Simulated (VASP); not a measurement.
A run of VASP 6.6.1:

Contents of INCAR:

```
SYSTEM = Ti
PREC = Accurate ; ENCUT = 520
EDIFF = 1E-6 ; ISMEAR = 0
SIGMA = 0.15 ; LREAL = .FALSE.
LASPH = .TRUE. ; NELM = 100
ALGO = Normal ; ISIF = 2
LWAVE = .FALSE. ; LCHARG = .FALSE.
GGA = PS ; NBANDS = 12
```

File KPOINTS:

```
regular mesh
0
G
  20 20 20
  0 0 0
```

POSCAR

```
Ti
1.0
   -1.6656150000      1.6656150000      1.6656150000
    1.6656150000     -1.6656150000      1.6656150000
    1.6656150000      1.6656150000     -1.6656150000
Ti
1
Direct
    0.0000000000      0.0000000000      0.0000000000
```

Potentials or basis: VASP PAW PBE potentials, release 64 (Ti_sv).

Run with:

```sh
$ cat potpaw_PBE.64/Ti_sv/POTCAR > POTCAR
$ mpirun -np 1 vasp_std > vasp.out
```

Hardware: 1 thread of Intel(R) Xeon(R) 6975P-C (Granite Rapids), on a shared host.

Question: How long does it take, and how much memory?

Answer: Run time: 15 s on 1 thread of Intel(R) Xeon(R) 6975P-C (Granite Rapids), on a shared host, peak memory 0.18 GiB. Counts: scf iterations 12, k points 256.
